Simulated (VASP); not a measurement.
**SiO2: single point with PBEsol**

Crystal: SiO2.

```xyz
12
Lattice="5.1786 0.0000 0.0000 0.0000 5.1786 0.0000 0.0000 0.0000 7.2159" Properties=species:S:1:pos:R:3 pbc="T T T"
Si    1.1361    1.1361    0.0000
Si    1.4532    3.7254    5.4119
Si    3.7254    1.4532    1.8040
Si    4.0425    4.0425    3.6080
O     2.9304    3.8602    4.7671
O     2.2482    1.3184    1.1592
O     3.8602    2.9304    2.4488
O     1.2709    4.8375    6.5711
O     1.3184    2.2482    6.0568
O     0.3411    3.9077    4.2528
O     4.8375    1.2709    0.6448
O     3.9077    0.3411    2.9631
```

This cell differs from its parent crystal: equal strain along all axes, cell held: +3.0 %, then relaxed in part.

```
Program                : VASP 6.6.1
Task                   : single point
Functional             : PBEsol
Potentials or basis    : VASP PAW PBE potentials, release 64 (Si, O)
Cutoff                 : 520 eV
k mesh                 : 6 × 6 × 4
Occupations            : gaussian, width 0.02 eV
Spin                   : no spin polarisation
Dipole correction      : no
Further INCAR settings : ALGO = Normal; EDIFF = 1e-06; NBANDS = 44
```

```yaml
Pressure: -0.6 GPa
Largest_force: 0.019 eV/Å
Band_gap_on_the_k_mesh: 5.48 eV
```

Forces in eV/Å, atoms in the order of the input:
```
Si  -0.014 -0.014  0.000
Si   0.014 -0.014  0.000
Si  -0.014  0.014  0.000
Si   0.014  0.014  0.000
O    0.012  0.002  0.004
O   -0.012 -0.002  0.004
O    0.002  0.012 -0.004
O    0.002 -0.012  0.004
O   -0.002 -0.012 -0.004
O    0.012 -0.002 -0.004
O   -0.012  0.002 -0.004
O   -0.002  0.012  0.004
```

Stress tensor (GPa, compression positive):
```
-0.76  0.00  0.00
 0.00 -0.76  0.00
 0.00  0.00 -0.25
```

Levels at points of the mesh, in eV from the valence-band top:
| k point | band 28 | band 29 | band 30 | band 31 | band 32 | band 33 | band 34 | band 35 | band 36 | band 37 |
| --- | --- | --- | --- | --- | --- | --- | --- | --- | --- | --- |
| (0.00, 0.00, 0.00) | -0.97 | -0.70 | -0.15 | -0.15 | 0.00 | 5.48 | 8.52 | 8.52 | 8.62 | 8.62 |
| (0.50, 0.00, 0.00) | -1.09 | -0.69 | -0.69 | -0.38 | -0.38 | 7.37 | 7.37 | 8.98 | 8.98 | 9.10 |
| (0.50, 0.50, 0.00) | -1.39 | -0.63 | -0.63 | -0.61 | -0.61 | 8.40 | 8.40 | 8.46 | 8.46 | 9.93 |
| (0.00, 0.00, 0.50) | -0.60 | -0.46 | -0.46 | -0.43 | -0.43 | 6.60 | 6.60 | 8.95 | 8.95 | 9.33 |
| (0.50, 0.00, 0.50) | -1.00 | -0.96 | -0.96 | -0.10 | -0.10 | 7.59 | 7.59 | 8.47 | 8.47 | 8.78 |
| (0.50, 0.50, 0.50) | -1.40 | -0.73 | -0.73 | -0.73 | -0.73 | 8.94 | 8.94 | 8.94 | 8.94 | 9.33 |

Wall time 2.6 min on 1 thread of Intel(R) Xeon(R) Platinum 8488C (Sapphire Rapids), with other jobs on the host, peak memory 0.37 GiB.

Caveat: the cell differs from its parent crystal (equal strain along all axes, cell held: +3.0 %, then relaxed in part); the PAW data sets were made with another functional, which shifts forces and pressure a little. A k mesh can miss the band edges.
